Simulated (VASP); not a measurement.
# Al27Ru in VASP: further runs, part 2 of 2

VASP 6.6.1. Earlier steps stand in the parts before.

**3. Single point, PBE**

Input file INCAR:

```
  PREC = Accurate
  ENCUT = 520
  EDIFF = 1E-6
  ISMEAR = -1
  SIGMA = 0.1
  LREAL = Auto
  LASPH = T
  NELM = 100
  ALGO = Normal
  ISIF = 2
  LWAVE = F
  LCHARG = T
  GGA = PE
  LELF = T
  LVHAR = T
  NBANDS = 68
```

Input file KPOINTS:

```
regular mesh
0
Gamma
  2 2 1
```

Input file POSCAR:

```
Al27Ru
1.0
    8.5913470000      0.0000000000      0.0000000000
    4.2956740000      7.4403250000      0.0000000000
    0.0000000000      0.0000000000     17.6765370000
Al Ru
27 1
Direct
    0.1111110703      0.1111111410      0.0565722234
    0.4444443648      0.1111111410      0.0565722234
    0.7777777758      0.1111111410      0.0565722234
    0.1111110539      0.4444444295      0.0565722234
    0.4444443484      0.4444444295      0.0565722234
    0.7777777594      0.4444444295      0.0565722234
    0.1111110867      0.7777778524      0.0565722234
    0.4444443812      0.7777778524      0.0565722234
    0.7777777922      0.7777778524      0.0565722234
   -0.1114391089      0.2222580331      0.1887132644
    0.2228881402      0.2186205576      0.1899073897
    0.5523379350      0.2181227299      0.1874788597
   -0.1126076556      0.5556456203      0.1912440768
    0.2188554452      0.5574431224      0.1876290588
    0.5523364091      0.5624566131      0.1878113343
   -0.1127114359      0.8909058408      0.1912935775
    0.2220642985      0.8921395235      0.1902899307
    0.5591573847      0.8866640906      0.1920227361
    0.0172877437     -0.0161178443      0.3260463857
    0.3574127311     -0.0136683545      0.3249724762
    0.6743740789      0.0004149012      0.3307171535
    0.0217375162      0.3320045831      0.3247482807
    0.3273675865      0.3340410533      0.3201110602
    0.6222067070      0.3535329438      0.3140210099
    0.0021956470      0.6660734578      0.3215529716
    0.3259038736      0.6718418886      0.3202312195
    0.6771814150      0.6500929731      0.3323214836
    0.8527938290      0.2454074251      0.4015465812
```

Potentials or basis: VASP PAW PBE potentials, release 64 (Al, Ru_pv).

On the command line:

```sh
$ cat potpaw_PBE.64/Al/POTCAR potpaw_PBE.64/Ru_pv/POTCAR > POTCAR
$ mpirun -np 1 vasp_std > vasp.out
```

OUTCAR:

```text
PREC = Accurate
   ENCUT = 520
   EDIFF = 1E-6
   ISMEAR = -1
   LREAL = Auto
   LASPH = T
   NELM = 100
   ISIF = 2
   GGA = PE

 ion  position               nearest neighbor table
   1  0.111  0.111  0.057-  10 2.86   3 2.86   2 2.86   4 2.86   6 2.86   8 2.86   7 2.86  11 2.87
                            17 2.87
   2  0.444  0.111  0.057-  12 2.81   1 2.86   5 2.86   4 2.86   8 2.86   9 2.86   3 2.86  11 2.88
                            18 2.92
   3  0.778  0.111  0.057-  12 2.86  10 2.86   1 2.86   6 2.86   7 2.86   9 2.86   5 2.86   2 2.86
                            16 2.89
   4  0.111  0.444  0.057-  14 2.84   6 2.86   5 2.86   1 2.86   2 2.86   9 2.86   7 2.86  11 2.89
                            13 2.90
   5  0.444  0.444  0.057-  14 2.86  12 2.86   4 2.86   2 2.86   7 2.86   3 2.86   6 2.86   8 2.86
                            15 2.87
   6  0.778  0.444  0.057-  10 2.86  15 2.86   4 2.86   3 2.86   1 2.86   8 2.86   5 2.86   9 2.86
                            13 2.89
   7  0.111  0.778  0.057-  14 2.84   9 2.86   8 2.86   3 2.86   1 2.86   5 2.86   4 2.86  17 2.90
                            16 2.91
   8  0.444  0.778  0.057-  15 2.82   7 2.86   1 2.86   2 2.86   6 2.86   9 2.86   5 2.86  17 2.89
                            18 2.92
   9  0.778  0.778  0.057-   7 2.86   3 2.86   4 2.86   2 2.86   8 2.86   6 2.86  18 2.89  13 2.90
[... 22 lines left out ...]
                            11 2.95
  21  0.674  0.000  0.331-  20 2.79  25 2.85  24 2.85  19 2.88  16 2.93  23 2.93  18 2.99  27 3.00
                            12 3.01
  22  0.022  0.332  0.325-  28 2.36  23 2.64  25 2.79  11 2.82  27 2.86  13 2.89  20 2.93  10 3.01
                            19 3.01  24 3.35
  23  0.327  0.334  0.320-  24 2.62  22 2.64  25 2.82  11 2.82  20 2.87  14 2.87  12 2.88  26 2.90
                            21 2.93
  24  0.622  0.354  0.314-  28 2.31  23 2.62  26 2.65  12 2.72  15 2.74  27 2.83  21 2.85  10 2.97
                            19 3.30  22 3.35
  25  0.002  0.666  0.322-  22 2.79  19 2.80  26 2.81  23 2.82  16 2.85  13 2.85  21 2.85  14 2.86
                            27 2.87
  26  0.326  0.672  0.320-  24 2.65  19 2.67  25 2.81  17 2.82  20 2.85  14 2.87  15 2.88  23 2.90
                            27 2.94
  27  0.677  0.650  0.332-  20 2.82  24 2.83  22 2.86  25 2.87  26 2.94  13 2.95  21 3.00  15 3.01
                            18 3.04  28 3.26
  28  0.853  0.245  0.402-  24 2.31  22 2.36  19 2.38  27 3.26

  LATTYP: Found a hexagonal cell.
 ALAT       =     8.5913474624
 C/A-ratio  =     2.0574813296

  Lattice vectors:

 A1 = (  -4.2956740000,  -7.4403250000,   0.0000000000)
 A2 = (   8.5913470000,   0.0000000000,   0.0000000000)
 A3 = (   0.0000000000,   0.0000000000,  17.6765370000)

Analysis of symmetry for initial positions (statically):
=====================================================================
 Subroutine PRICEL returns:
 Original cell was already a primitive cell.

 Routine SETGRP: Setting up the symmetry group for a
 hexagonal supercell.

 Subroutine GETGRP returns: Found  1 space group operations
 (whereof  1 operations were pure point group operations)
 out of a pool of 24 trial point group operations.

The static configuration has the point symmetry C_1 .

Analysis of symmetry for dynamics (positions and initial velocities):
=====================================================================
 Subroutine PRICEL returns:
 Original cell was already a primitive cell.

 Routine SETGRP: Setting up the symmetry group for a
 hexagonal supercell.

 Subroutine GETGRP returns: Found  1 space group operations
 (whereof  1 operations were pure point group operations)
 out of a pool of 24 trial point group operations.

[... 114 lines left out ...]
   number of dos      NEDOS =    301   number of ions     NIONS =     28
   total plane-waves  NPLWV = 573440
   dimension x,y,z NGX =    64 NGY =   64 NGZ =  140
   dimension x,y,z NGXF=   128 NGYF=  128 NGZF=  280
   ions per type =              27   1
   NGX,Y,Z   is equivalent  to a cutoff of  12.38, 12.38, 13.17 a.u.
   NGXF,Y,Z  is equivalent  to a cutoff of  24.77, 24.77, 26.33 a.u.
 SYSTEM =  unknown system
   PREC   = accura    normal or accurate (medium, high low for compatibility)
   ISTART =      0    job   : 0-new  1-cont  2-samecut
   ICHARG =      2    charge: 1-file 2-atom 10-const
   ISPIN  =      1    spin polarized calculation?
   LNONCOLLINEAR =      F non collinear calculations
   LSORBIT =      F    spin-orbit coupling
   LASPH  =      T    aspherical Exc in radial PAW
   ENCUT  =  520.0 eV  38.22 Ry    6.18 a.u.  15.97 15.97 32.87*2*pi/ulx,y,z
   NELM   =    100;   NELMIN=  2; NELMDL= -5     # of ELM steps
   EDIFF  = 0.1E-05   stopping-criterion for ELM
   LREAL  =      T    real-space projection
   EDIFFG = 0.1E-04   stopping-criterion for IOM
   NSW    =      0    number of steps for IOM
   IBRION =     -1    ionic relax: 0-MD 1-quasi-New 2-CG
   NFREE  =      0    steps in history (QN), initial steepest desc. (CG)
   ISIF   =      2    stress and relaxation
   ISYM   =      2    0-nonsym 1-usesym 2-fastsym
   POTIM  = 0.5000    time-step for ionic-motion
   TEBEG  =    0.0;   TEEND  =   0.0 temperature during run
   PSTRESS=    0.0 pullay stress
   NELECT =      95.0000    total number of electrons
   NUPDOWN=      -1.0000    fix difference up-down
   EMIN   =  10.00;   EMAX   =-10.00  energy-range for DOS
   EFERMI =   0.00;   METHOD = LEGACY
   ISMEAR =    -1;   SIGMA  =   0.10  broadening in eV -4-tet -1-fermi 0-gaus
   EFERMI_NEDOS =   21; number of points for ismear=-14 and -15
   IALGO  =     38    algorithm
   IMIX   =      4    mixing-type and parameters
     AMIX     =   0.40;   BMIX     =  1.00
     AMIX_MAG =   1.60;   BMIX_MAG =  1.00
  volume/ion in A,a.u.               =      40.35       272.33
  Fermi-wavevector in a.u.,A,eV,Ry     =   0.717187  1.355287  6.998260  0.514358
  Thomas-Fermi vector in A             =   1.805802
   LORBIT       =      0    0 simple, 1 ext, 2 COOP (PROOUT), +10 PAW based schemes
   GGA     = PE    functional components
   LHFCALC =     F    Hartree Fock is set to
   AEXX    =    0.0000 exact exchange contribution
   IVDW    =     0    specifies the selected vdW correction
   LEPSILON=     F    determine dielectric tensor
   LRPA    =     F    only Hartree local field effects (RPA)
 non-spin polarized calculation
  energy-cutoff  :      520.00
  volume of cell :     1129.93
 maximum number of plane-waves:     30408
 NGX is ok and might be reduce to    64
   NGX = 31   NGY = 31   NGZ = 65

 number of electron      94.9999999 magnetization

 Free energy of the ion-electron system (eV)
  ---------------------------------------------------
  ext. energy  EPLUGINS =         0.00000000
  ---------------------------------------------------
  free energy    TOTEN  =      -103.21595842 eV

  energy without entropy =     -102.67886047  energy(sigma->0) =     -102.94740944

 E-fermi :   0.9469     XC(G=0):  -5.2371

 val. band max:        0.8769329281   @ k =   0.5000   0.0000   0.0000
 cond. band min:       0.9481211180   @ k =   0.5000   0.5000   0.0000
 fundamental gap:      0.0711881898
 Fermi energy:         0.9469268657

 k-point     1 :       0.0000    0.0000    0.0000
  band No.  band energies     occupation
      1     -40.7083      2.00000
      2     -40.5801      2.00000
      3     -40.5764      2.00000
      4      -9.4380      2.00000
      5      -7.7788      2.00000
      6      -6.8898      2.00000
[... 237 lines left out ...]
     58       2.6969      0.00000
     59       2.7570      0.00000
 [bands above 59 left out]

------------------------ aborting loop because EDIFF is reached ----------------------------------------

  FORCE on cell =-STRESS in cart. coord.  units (eV):
  Direction    XX          YY          ZZ          XY          YZ          ZX
  --------------------------------------------------------------------------------------
  -------------------------------------------------------------------------------------
  Total       -7.4702704    -10.5836027     -0.1039041     -1.5490499      0.1503245      0.0616249
  in kB      -10.5924531    -15.0069956     -0.1473305     -2.1964718      0.2131523      0.0873809
  external PRESSURE =      -8.5822597 kB  Pullay stress =       0.0000000 kB

 VOLUME and BASIS-vectors are now :
 -----------------------------------------------------------------------------
  energy-cutoff  :      520.00
  volume of cell :     1129.93
      direct lattice vectors                 reciprocal lattice vectors
     8.591347000  0.000000000  0.000000000     0.116396183 -0.067201373  0.000000000
     4.295674000  7.440325000  0.000000000     0.000000000  0.134402731  0.000000000
     0.000000000  0.000000000 17.676537000     0.000000000  0.000000000  0.056572167

 POSITION                                       TOTAL-FORCE (eV/Angst)
 -----------------------------------------------------------------------------------
      1.43189      0.82670      1.00000         0.080337     -0.055573     -0.033555
      4.29567      0.82670      1.00000        -0.003765     -0.114930     -0.038950
      7.15946      0.82670      1.00000        -0.061513     -0.081719     -0.047802
      2.86378      3.30681      1.00000        -0.040175      0.011986      0.069654
      5.72756      3.30681      1.00000        -0.011089      0.013853     -0.005646
      8.59135      3.30681      1.00000         0.032496      0.092182     -0.045395
[... 20 lines left out ...]
      8.61049      4.83690      5.87429        -0.004712     -0.027624      0.010923
      8.38084      1.82591      7.09795         0.015706      0.064876     -0.017249
 -----------------------------------------------------------------------------------
    total drift:                                0.009862      0.004932      0.000522

  FREE ENERGIE OF THE ION-ELECTRON SYSTEM (eV)
  ---------------------------------------------------
  free  energy   TOTEN  =      -103.2159584157 eV

  energy  without entropy=     -102.6788604676  energy(sigma->0) =     -102.94740944
```

It took 16 min on 1 thread of Intel Xeon 6975P-C, shared host; peak memory 1.1 GiB.

Results:

```
Free energy   : -103.2160 eV
Largest force : 0.121 eV/Å
```

Forces in eV/Å, atoms in the order of the input:
```
Al   0.080 -0.056 -0.034
Al  -0.004 -0.115 -0.039
Al  -0.062 -0.082 -0.048
Al  -0.040  0.012  0.070
Al  -0.011  0.014 -0.006
Al   0.032  0.092 -0.045
Al  -0.023  0.031  0.080
Al   0.092  0.050 -0.025
Al  -0.075  0.038  0.043
Al   0.002  0.000 -0.001
Al   0.002  0.000  0.001
Al   0.001 -0.004  0.001
Al  -0.001  0.002 -0.001
Al  -0.003  0.005  0.007
Al   0.000  0.002  0.005
Al   0.004 -0.002  0.006
Al  -0.005 -0.001  0.005
Al   0.001 -0.003  0.000
Al   0.007  0.015  0.010
Al   0.000 -0.003 -0.008
Al  -0.001 -0.002 -0.009
Al  -0.006 -0.029  0.004
Al   0.000  0.006 -0.002
Al   0.003 -0.018 -0.005
Al   0.002  0.004 -0.004
Al  -0.006  0.005  0.002
Al  -0.005 -0.028  0.011
Ru   0.016  0.065 -0.017
```

Levels at points of the mesh, in eV from the Fermi level:
| k point | band 43 | band 44 | band 45 | band 46 | band 47 | band 48 | band 49 | band 50 |
| --- | --- | --- | --- | --- | --- | --- | --- | --- |
| (0.00, 0.00, 0.00) | -0.61 | -0.56 | -0.54 | -0.43 | -0.25 | -0.15 | 0.01 | 0.05 |
| (0.50, 0.00, 0.00) | -0.79 | -0.72 | -0.38 | -0.32 | -0.07 | 0.12 | 0.22 | 0.27 |
| (0.50, 0.50, 0.00) | -0.78 | -0.72 | -0.39 | -0.24 | 0.00 | 0.07 | 0.17 | 0.27 |
| (0.00, 0.50, 0.00) | -0.77 | -0.70 | -0.38 | -0.23 | 0.01 | 0.06 | 0.17 | 0.27 |

Caveat: the k points lie up to 0.42 Å⁻¹ apart.

**4. Single point, PBE**

Input file INCAR:

```
SYSTEM = Al27Ru
ALGO = Normal
EDIFF = 1E-6
ENCUT = 520
GGA = PE
ISIF = 2
ISMEAR = -1
LASPH = .True.
LCHARG = .False.
LREAL = Auto
LWAVE = .False.
NBANDS = 68
NELM = 60
PREC = Accurate
SIGMA = 0.1
```

Input file KPOINTS:

```
k-points
0
Gamma
  2 2 1
  0 0 0
```

Input file POSCAR:

```
Al27Ru
1.0
    8.5913470000      0.0000000000      0.0000000000
    4.2956740000      7.4403250000      0.0000000000
    0.0000000000      0.0000000000     17.6765370000
Al Ru
27 1
Direct
    0.1111110703      0.1111111410      0.0565722234
    0.4444443648      0.1111111410      0.0565722234
    0.7777777758      0.1111111410      0.0565722234
    0.1111110539      0.4444444295      0.0565722234
    0.4444443484      0.4444444295      0.0565722234
    0.7777777594      0.4444444295      0.0565722234
    0.1111110867      0.7777778524      0.0565722234
    0.4444443812      0.7777778524      0.0565722234
    0.7777777922      0.7777778524      0.0565722234
   -0.1129502453      0.2258047868      0.1879448446
    0.2281565276      0.2206152285      0.1878579498
    0.5523969575      0.2219079140      0.1887667251
   -0.1134953721      0.5645710369      0.1902142937
    0.2167005300      0.5656734081      0.1895112148
    0.5483176874      0.5647801675      0.1909233692
   -0.1137832617      0.8989533387      0.1935652894
    0.2148710775      0.8990107287      0.1930989650
    0.5566441946      0.8871465964      0.1909336088
   -0.0188959015      0.0321891853      0.3377766245
    0.3472631899     -0.0123013444      0.3239664534
    0.6627089459     -0.0115836338      0.3239503869
    0.0326234990      0.3375140199      0.3169948955
    0.3294947361      0.3396420183      0.3203723671
    0.6261056873      0.3417260671      0.3196421901
   -0.0013763020      0.6815750656      0.3240651718
    0.3135153249      0.6842479327      0.3236988105
    0.6789562333      0.6406785994      0.3389766898
    0.8334539607      0.3378165604      0.4049686882
```

On the command line:

```sh
$ cat potpaw_PBE.64/Al/POTCAR potpaw_PBE.64/Ru_pv/POTCAR > POTCAR
$ mpirun -np 1 vasp_std > vasp.out
```

It took 15 min on 1 thread of Intel Xeon 6975P-C, shared host; peak memory 1.1 GiB.

It converged, with:

- Free energy: -103.3552 eV
- Largest force: 0.269 eV/Å

Forces in eV/Å, atoms in the order of the input:
```
Al   0.058 -0.086 -0.034
Al   0.011 -0.056 -0.089
Al  -0.063 -0.085 -0.014
Al   0.035  0.065  0.009
Al  -0.034  0.063  0.028
Al  -0.001  0.070 -0.027
Al  -0.004  0.035  0.126
Al   0.022  0.006  0.053
Al  -0.022  0.017  0.047
Al  -0.002  0.000 -0.014
Al  -0.013  0.000 -0.013
Al   0.001 -0.006 -0.027
Al  -0.001  0.014 -0.028
Al   0.002  0.020 -0.026
Al  -0.002  0.012 -0.032
Al   0.006  0.002 -0.014
Al  -0.008  0.001 -0.017
Al  -0.002 -0.008 -0.012
Al   0.008  0.076  0.043
Al   0.016 -0.002  0.009
Al   0.004  0.003  0.009
Al   0.061  0.054 -0.040
Al  -0.006 -0.016  0.017
Al  -0.031  0.023 -0.025
Al   0.018  0.021 -0.018
Al   0.011 -0.002 -0.002
Al   0.004  0.016 -0.018
Ru  -0.069 -0.235  0.110
```

Levels at points of the mesh, in eV from the Fermi level:
```tsv
k point	band 44	band 45	band 46	band 47	band 48	band 49	band 50	band 51
(0.00, 0.00, 0.00)	-0.52	-0.50	-0.48	-0.28	-0.18	-0.06	0.14	0.15
(0.50, 0.00, 0.00)	-0.77	-0.39	-0.23	-0.06	0.08	0.19	0.30	0.88
(0.50, 0.50, 0.00)	-0.77	-0.38	-0.23	-0.06	0.08	0.19	0.29	0.88
(0.00, 0.50, 0.00)	-0.62	-0.32	-0.07	-0.04	0.07	0.11	0.23	0.87
```

Caveat: the k points lie up to 0.42 Å⁻¹ apart.
